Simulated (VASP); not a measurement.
# Al2Au (Fm-3m) in VASP: notebook

The runs below take Al2Au through single point, relaxation of cell and atoms, with PBEsol.

Everything below comes from runs of VASP 6.6.1. Logs are shortened: lines on timing, memory, paths and dates and some standing lists are left out, and cuts for length are marked.

## Step 1: The cell of the first run

It takes space group Fm-3m (No. 225, cubic). Conventional cell: a = 6.003 Å, b = 6.003 Å, c = 6.003 Å, α = 90.00°, β = 90.00°, γ = 90.00°. Within 3.4 Å of Al (site symmetry -43m) lie 4 Au at 2.60 Å and 6 Al at 3.00 Å. Within 3.4 Å of Au (site symmetry m-3m) lie 8 Al at 2.60 Å.

## Step 2: Single point, PBEsol

Contents of INCAR:

```
ALGO = Normal
EDIFF = 1E-7
ENCUT = 520
GGA = PS
ISIF = 2
ISMEAR = -1
LASPH = T
LCHARG = F
LREAL = F
LWAVE = F
NBANDS = 16
NELM = 60
PREC = Accurate
SIGMA = 0.1
```

Contents of KPOINTS:

```
k-points
0
Gamma
  12 12 12
```

Contents of POSCAR:

```
Al2Au
1.0
    0.0000000000      3.0015531619      3.0015531619
    3.0015531619      0.0000000000      3.0015531619
    3.0015531619      3.0015531619      0.0000000000
Al Au
2 1
Direct
    0.2500000000      0.2500000000      0.2500000000
    0.7500000000      0.7500000000      0.7500000000
    0.0000000000      0.0000000000      0.0000000000
```

Potentials or basis: VASP PAW PBE potentials, release 64 (Al, Au).

The run is started by

```console
cat potpaw_PBE.64/Al/POTCAR potpaw_PBE.64/Au/POTCAR > POTCAR
mpirun -np 1 vasp_std > vasp.out
```

OUTCAR:

```text
EDIFF = 1E-7
   ENCUT = 520
   GGA = PS
   ISIF = 2
   ISMEAR = -1
   LASPH = T
   LREAL = F
   NELM = 60
   PREC = Accurate

 ion  position               nearest neighbor table
   1  0.250  0.250  0.250-   3 2.60   3 2.60   3 2.60   3 2.60   2 3.00   2 3.00   2 3.00   2 3.00
                             2 3.00   2 3.00
   2  0.750  0.750  0.750-   3 2.60   3 2.60   3 2.60   3 2.60   1 3.00   1 3.00   1 3.00   1 3.00
                             1 3.00   1 3.00
   3  0.000  0.000  0.000-   2 2.60   2 2.60   2 2.60   1 2.60   1 2.60   1 2.60   2 2.60   1 2.60

  LATTYP: Found a face centered cubic cell.
 ALAT       =     6.0031063238

  Lattice vectors:

 A1 = (   0.0000000000,   3.0015531619,   3.0015531619)
 A2 = (   3.0015531619,   0.0000000000,   3.0015531619)
 A3 = (   3.0015531619,   3.0015531619,   0.0000000000)

Analysis of symmetry for initial positions (statically):
=====================================================================
 Subroutine PRICEL returns:
 Original cell was already a primitive cell.

 Routine SETGRP: Setting up the symmetry group for a
 face centered cubic supercell.

 Subroutine GETGRP returns: Found 48 space group operations
 (whereof 48 operations were pure point group operations)
 out of a pool of 48 trial point group operations.

The static configuration has the point symmetry O_h .

Analysis of symmetry for dynamics (positions and initial velocities):
=====================================================================
 Subroutine PRICEL returns:
 Original cell was already a primitive cell.

 Routine SETGRP: Setting up the symmetry group for a
 face centered cubic supercell.

 Subroutine GETGRP returns: Found 48 space group operations
 (whereof 48 operations were pure point group operations)
 out of a pool of 48 trial point group operations.

The dynamic configuration has the point symmetry O_h .

 Subroutine INISYM returns: Found 48 space group operations
 (whereof 48 operations are pure point group operations),
 and found     1 'primitive' translations

----------------------------------------------------------------------------------------

                                     Primitive cell

  volume of cell :      54.0839

  direct lattice vectors                    reciprocal lattice vectors
[... 80 lines left out ...]
   PREC   = accura    normal or accurate (medium, high low for compatibility)
   ISTART =      0    job   : 0-new  1-cont  2-samecut
   ICHARG =      2    charge: 1-file 2-atom 10-const
   ISPIN  =      1    spin polarized calculation?
   LNONCOLLINEAR =      F non collinear calculations
   LSORBIT =      F    spin-orbit coupling
   LASPH  =      T    aspherical Exc in radial PAW
   ENCUT  =  520.0 eV  38.22 Ry    6.18 a.u.   7.89  7.89  7.89*2*pi/ulx,y,z
   NELM   =     60;   NELMIN=  2; NELMDL= -5     # of ELM steps
   EDIFF  = 0.1E-06   stopping-criterion for ELM
   LREAL  =      F    real-space projection
   EDIFFG = 0.1E-05   stopping-criterion for IOM
   NSW    =      0    number of steps for IOM
   IBRION =     -1    ionic relax: 0-MD 1-quasi-New 2-CG
   NFREE  =      0    steps in history (QN), initial steepest desc. (CG)
   ISIF   =      2    stress and relaxation
   ISYM   =      2    0-nonsym 1-usesym 2-fastsym
   POTIM  = 0.5000    time-step for ionic-motion
   TEBEG  =    0.0;   TEEND  =   0.0 temperature during run
   PSTRESS=    0.0 pullay stress
   NELECT =      17.0000    total number of electrons
   NUPDOWN=      -1.0000    fix difference up-down
   EMIN   =  10.00;   EMAX   =-10.00  energy-range for DOS
   EFERMI =   0.00;   METHOD = LEGACY
   ISMEAR =    -1;   SIGMA  =   0.10  broadening in eV -4-tet -1-fermi 0-gaus
   EFERMI_NEDOS =   21; number of points for ismear=-14 and -15
   IALGO  =     38    algorithm
   IMIX   =      4    mixing-type and parameters
     AMIX     =   0.40;   BMIX     =  1.00
     AMIX_MAG =   1.60;   BMIX_MAG =  1.00
  volume/ion in A,a.u.               =      18.03       121.66
  Fermi-wavevector in a.u.,A,eV,Ry     =   1.113102  2.103458 16.857575  1.238997
  Thomas-Fermi vector in A             =   2.249684
   LORBIT       =      0    0 simple, 1 ext, 2 COOP (PROOUT), +10 PAW based schemes
   GGA     = PS    functional components
   LHFCALC =     F    Hartree Fock is set to
   AEXX    =    0.0000 exact exchange contribution
   IVDW    =     0    specifies the selected vdW correction
   LEPSILON=     F    determine dielectric tensor
   LRPA    =     F    only Hartree local field effects (RPA)
 non-spin polarized calculation
  energy-cutoff  :      520.00
  volume of cell :       54.08
 maximum number of plane-waves:      1475
   NGX = 15   NGY = 15   NGZ = 15

 number of electron      17.0000001 magnetization

 Free energy of the ion-electron system (eV)
  ---------------------------------------------------
  ext. energy  EPLUGINS =         0.00000000
  ---------------------------------------------------
  free energy    TOTEN  =       -13.49086953 eV

  energy without entropy =      -13.46097011  energy(sigma->0) =      -13.47591982

 E-fermi :   7.6893     XC(G=0): -10.6327

 val. band max:        7.6591551254   @ k =   0.2500   0.1667   0.0833
 cond. band min:       7.7000494250   @ k =  -0.2500   0.0833   0.0000
 fundamental gap:      0.0408942995
 Fermi energy:         7.6893247418

 k-point     1 :       0.0000    0.0000    0.0000
  band No.  band energies     occupation
      1      -2.8807      2.00000
      2       1.0746      2.00000
      3       1.0746      2.00000
      4       1.0746      2.00000
      5       2.0338      2.00000
      6       2.0338      2.00000
[... 433 lines left out ...]
      3       1.4337      2.00000
      4       1.4535      2.00000
      5       2.0792      2.00000
      6       2.0948      2.00000
[... 8 lines left out ...]
     15      15.8909      0.00000
     16      16.4081      0.00000

 [... further k-points ...]
[... 5 lines left out ...]
  --------------------------------------------------------------------------------------
  -------------------------------------------------------------------------------------
  Total       -0.0587627     -0.0587627     -0.0587627      0.0000000     -0.0000000     -0.0000000
  in kB       -1.7407817     -1.7407817     -1.7407817      0.0000000     -0.0000000     -0.0000000
  external PRESSURE =      -1.7407817 kB  Pullay stress =       0.0000000 kB

 VOLUME and BASIS-vectors are now :
 -----------------------------------------------------------------------------
  energy-cutoff  :      520.00
  volume of cell :       54.08
      direct lattice vectors                 reciprocal lattice vectors
     0.000000000  3.001553162  3.001553162    -0.166580425  0.166580425  0.166580425
     3.001553162  0.000000000  3.001553162     0.166580425 -0.166580425  0.166580425
     3.001553162  3.001553162  0.000000000     0.166580425  0.166580425 -0.166580425

 POSITION                                       TOTAL-FORCE (eV/Angst)
 -----------------------------------------------------------------------------------
      1.50078      1.50078      1.50078        -0.000000     -0.000000      0.000000
      4.50233      4.50233      4.50233         0.000000      0.000000     -0.000000
      0.00000      0.00000      0.00000         0.000000     -0.000000     -0.000000
 -----------------------------------------------------------------------------------
    total drift:                                0.000000     -0.000000      0.000000

  FREE ENERGIE OF THE ION-ELECTRON SYSTEM (eV)
  ---------------------------------------------------
  free  energy   TOTEN  =       -13.4908695347 eV

  energy  without entropy=      -13.4609701128  energy(sigma->0) =      -13.47591982
```

OSZICAR:

```text
N       E                     dE             d eps       ncg     rms          rms(c)
DAV:   1     0.571316750627E+02    0.57132E+02   -0.69953E+03  2336   0.886E+02
DAV:   2    -0.133913092365E+02   -0.70523E+02   -0.63795E+02  2896   0.172E+02
DAV:   3    -0.148673665377E+02   -0.14761E+01   -0.14702E+01  2912   0.241E+01
DAV:   4    -0.148786363679E+02   -0.11270E-01   -0.11269E-01  2736   0.245E+00
DAV:   5    -0.148788386788E+02   -0.20231E-03   -0.20231E-03  2912   0.340E-01    0.931E+00
DAV:   6    -0.136183792216E+02    0.12605E+01   -0.48999E+00  2624   0.221E+01    0.391E+00
DAV:   7    -0.135275423999E+02    0.90837E-01   -0.23010E-01  2448   0.481E+00    0.178E+00
DAV:   8    -0.134923708134E+02    0.35172E-01   -0.23844E-02  2816   0.935E-01    0.416E-01
DAV:   9    -0.134908200348E+02    0.15508E-02   -0.27320E-03  2736   0.508E-01    0.195E-01
DAV:  10    -0.134908749924E+02   -0.54958E-04   -0.13096E-04  2752   0.772E-02    0.346E-02
DAV:  11    -0.134908695312E+02    0.54612E-05   -0.64052E-06  2896   0.201E-02    0.126E-02
DAV:  12    -0.134908695347E+02   -0.35361E-08   -0.91668E-07  2592   0.667E-03
   1 F= -.13490870E+02 E0= -.13475920E+02  d E =-.298994E-01
```

stdout:

```text
POSCAR found type information on POSCAR AlAu
 POSCAR found :  2 types and       3 ions
 scaLAPACK will be used
 -----------------------------------------------------------------------------
|                                                                             |
|                                                                             |
|     You enforced a specific xc type in the INCAR file but a different       |
|     I HOPE YOU KNOW WHAT YOU ARE DOING!                                     |
|                                                                             |
 -----------------------------------------------------------------------------

 LDA part: xc-table for (Slater+PW92), standard interpolation
 POSCAR, INCAR and KPOINTS ok, starting setup
 FFT: planning ... GRIDC
 FFT: planning ... GRID_SOFT
 FFT: planning ... GRID
 WAVECAR not read
 entering main loop
```

Run time: 44 s. Hardware: 1 thread of Intel Xeon Platinum 8259CL at 2.50GHz (Skylake/Cascade Lake), shared host; peak memory 0.21 GiB.

Results:

```yaml
Free_energy: -13.4909 eV
Pressure: -0.2 GPa
```

Levels at points of the mesh, in eV from the Fermi level:
| k point | band 5 | band 6 | band 7 | band 8 | band 9 | band 10 | band 11 | band 12 | band 13 | band 14 |
| --- | --- | --- | --- | --- | --- | --- | --- | --- | --- | --- |
| (0.00, 0.00, 0.00) | -5.66 | -5.66 | 2.25 | 2.91 | 2.91 | 2.91 | 3.90 | 3.90 | 3.90 | 5.71 |
| (0.50, 0.00, 0.00) | -5.54 | -5.54 | -5.48 | 0.34 | 0.34 | 3.23 | 3.57 | 3.80 | 3.80 | 8.80 |
| (0.50, 0.50, 0.00) | -5.81 | -5.35 | -5.05 | -2.13 | -2.13 | 1.26 | 2.01 | 7.64 | 9.79 | 9.79 |

Caveat: the PAW data sets were made with another functional, which shifts forces and pressure a little; spin-orbit coupling is left out, which moves the levels of the heavy elements.

## Step 3: Relaxation of cell and atoms, PBEsol

Contents of INCAR:

```
SYSTEM = Al2Au
PREC = Accurate
ENCUT = 600
EDIFF = 1E-6
ISMEAR = -1
SIGMA = 0.1
LREAL = .FALSE.
LASPH = .TRUE.
NELM = 80
ALGO = Normal
ISIF = 3
LWAVE = .FALSE.
LCHARG = .FALSE.
GGA = PS
IBRION = 2
NSW = 100
EDIFFG = -0.002
```

Contents of KPOINTS:

```
Automatic mesh
0
G
  12 12 12
  0 0 0
```

Contents of POSCAR:

```
Al2Au
1.0
    0.0000000000      3.0000000000      3.0000000000
    3.0000000000      0.0000000000      3.0000000000
    3.0000000000      3.0000000000      0.0000000000
Al Au
2 1
Direct
    0.2500000000      0.2500000000      0.2500000000
    0.7500000000      0.7500000000      0.7500000000
    0.0000000000      0.0000000000      0.0000000000
```

Potentials or basis: VASP PAW PBE potentials, release 64 (Al, Au).

The run is started by

```console
cat potpaw_PBE.64/Al/POTCAR potpaw_PBE.64/Au/POTCAR > POTCAR
mpirun -np 1 vasp_std > vasp.out
```

Wall time 88 s (1 thread of Intel Xeon Platinum 8259CL at 2.50GHz (Skylake/Cascade Lake), shared host); peak memory 0.25 GiB.

The run converged. Its results:

| Property | Result |
| --- | --- |
| Free energy | -13.4907 eV |
| Relaxed volume | 18.01 Å³/atom |
| Relaxed cell | a = 4.243 Å, b = 4.243 Å, c = 4.243 Å, α = 60.00°, β = 60.00°, γ = 60.00° |
| Space group after relaxing (to 0.05 Å) | Fm-3m (No. 225) |
| Energy gained by relaxing | 0.0 meV/atom |
| Ionic steps | 3 |
| Pressure after relaxing | 0.0 GPa |

Final structure:
```
Al Au
1.0
     0.00000    3.00031    3.00031
     3.00031    0.00000    3.00031
     3.00031    3.00031    0.00000
Al Au
2 1
Cartesian
  1.5002 1.5002 1.5002
  4.5005 4.5005 4.5005
  0.0000 0.0000 0.0000
```

Levels at points of the mesh, in eV from the Fermi level:
```tsv
k point	band 5	band 6	band 7	band 8	band 9	band 10	band 11	band 12
(0.00, 0.00, 0.00)	-5.66	-5.66	2.25	2.91	2.91	2.91	3.91	3.91
(0.50, 0.00, 0.00)	-5.54	-5.54	-5.49	0.34	0.34	3.24	3.58	3.80
(0.50, 0.50, 0.00)	-5.81	-5.36	-5.06	-2.13	-2.13	1.27	2.02	7.64
```

Caveat: the PAW data sets were made with another functional, which shifts forces and pressure a little; spin-orbit coupling is left out, which moves the levels of the heavy elements.
